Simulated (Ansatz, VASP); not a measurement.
## One calculation of Ag, two programs

Contents of INCAR:

```
SYSTEM = Ag
ALGO = Normal
EDIFF = 1E-6
ENCUT = 520
GGA = PS
ISIF = 2
ISMEAR = 0
LASPH = .TRUE.
LCHARG = .FALSE.
LREAL = .FALSE.
LWAVE = .FALSE.
NBANDS = 12
NELM = 60
PREC = Accurate
SIGMA = 0.15
```

Contents of KPOINTS:

```
k-points
0
G
  20 20 20
  0 0 0
```

POSCAR

```
Ag
1.0
    0.0000000000      1.9613760000      1.9613760000
    1.9613760000      0.0000000000      1.9613760000
    1.9613760000      1.9613760000      0.0000000000
Ag
1
Direct
    0.0000000000      0.0000000000      0.0000000000
```

Input for Ansatz:

```yaml
crystal:
  lattice:
    - [0.0, 1.961376, 1.961376]
    - [1.961376, 0.0, 1.961376]
    - [1.961376, 1.961376, 0.0]
  atoms:
    - { symbol: Ag, position: [0.0, 0.0, 0.0] }
basis:
  ecutwfc: 420
kpoints:
  mp_grid: { grid: [20, 20, 20] }
hamiltonian:
  xc: pbesol
scf:
  occupations: { method: gaussian, width: 0.15 }
output:
  forces: true
  stress: true
  eigenvalues: true
```

Change from the starting cell: strain -0.040 along x and y, -0.040 along z, atoms carried along.

Alike in both runs: task single point; functional PBEsol; k mesh 20 × 20 × 20; occupations gaussian, width 0.15 eV; no spin polarisation.

|  | VASP | Ansatz |
| --- | --- | --- |
| version | VASP 6.6.1 | Ansatz 0.2.0 |
| potentials or method | VASP PAW PBE potentials, release 64 (Ag), cutoff 520 eV | scalar-relativistic, plane waves, PAW |
| valence electrons in the cell | 11 | 19 |

|  | VASP | Ansatz | Ansatz less VASP |
| --- | --- | --- | --- |
| gap on the k mesh at the Fermi level (eV) | none | none | - |
| pressure (GPa) | 15.2 | 15.6 | +0.41 |

VASP's potentials were made for PBE, not for PBEsol. A gap of «none» marks a metal or a gap that the smearing closes. With one functional, cell and mesh, what is left measures potentials, basis and numerics. VASP's potentials hold 11 valence electrons a cell and Ansatz's 19, so a difference there can come from the potentials and not from the codes.
